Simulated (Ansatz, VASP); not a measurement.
## BP in VASP and in Ansatz

```
CELL_PARAMETERS angstrom
0.00000 2.29886 2.29886
2.29886 0.00000 2.29886
2.29886 2.29886 0.00000
ATOMIC_POSITIONS crystal
P 0.75000 0.75000 0.75000
B 0.00000 0.00000 0.00000
```

Alike in both runs: task single point; functional HF; k mesh 5 × 5 × 5; occupations fermi-dirac, width 0.05 eV; no spin polarisation.

|  | VASP | Ansatz |
| --- | --- | --- |
| version | VASP 6.6.1 | Ansatz 0.2.0 |
| potentials or method | VASP PAW PBE potentials, release 64 (P, B) | Ansatz PAW |
| plane-wave cutoff (eV) | 520 | 420 |
| valence electrons in the cell | 8 | 8 |

Ansatz gave:

* gap on the k mesh at the Fermi level (eV): 7.95
* least direct gap on the mesh (eV): 10.71
* pressure (GPa): -1.3

Task: What did VASP give for the same quantities?

Result: gap on the k mesh at the Fermi level (eV): 8.09; least direct gap on the mesh (eV): 10.86; pressure (GPa): -3.1.

VASP's potentials were made for PBE, not for HF.

The k mesh is coarse, so the values compare programs but aren't converged. Noted on Ansatz's run: odd divisions of the mesh miss points on the zone boundary, where band edges often lie, so the gap on the mesh can be too wide.
